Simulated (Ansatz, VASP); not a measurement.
# W3C: VASP beside Ansatz

```
W C
1.0
     2.85459    0.00000    0.00000
    -1.42730    2.47215    0.00000
     0.00000    0.00000   21.69711
W C
3 1
Direct
  0.66667 0.33333 0.18436
  0.33333 0.66667 0.29260
  0.00000 0.00000 0.40084
  0.88889 0.11111 0.51745
```

Alike in both runs: task single point; functional PBE; k mesh 9 × 9 × 1; occupations gaussian, width 0.1 eV; no spin polarisation.

```csv
,VASP,Ansatz
version,VASP 6.6.1,Ansatz 0.2.0
potentials or method,"VASP PAW PBE potentials, release 64 (W_sv, C), cutoff 520 eV","scalar-relativistic, plane waves, PAW"
valence electrons in the cell,46,46
```

|  | VASP | Ansatz | Ansatz less VASP |
| --- | --- | --- | --- |
| gap on the k mesh at the Fermi level (eV) | none | none | - |
| rms of the force components (eV/Å) | 1.146 | 1.143 | -0.0031 |

Atom by atom the forces differ by 0.010 eV/Å (rms over components). A gap of «none» marks a metal or a gap that the smearing closes.

Spin-orbit coupling is off throughout.
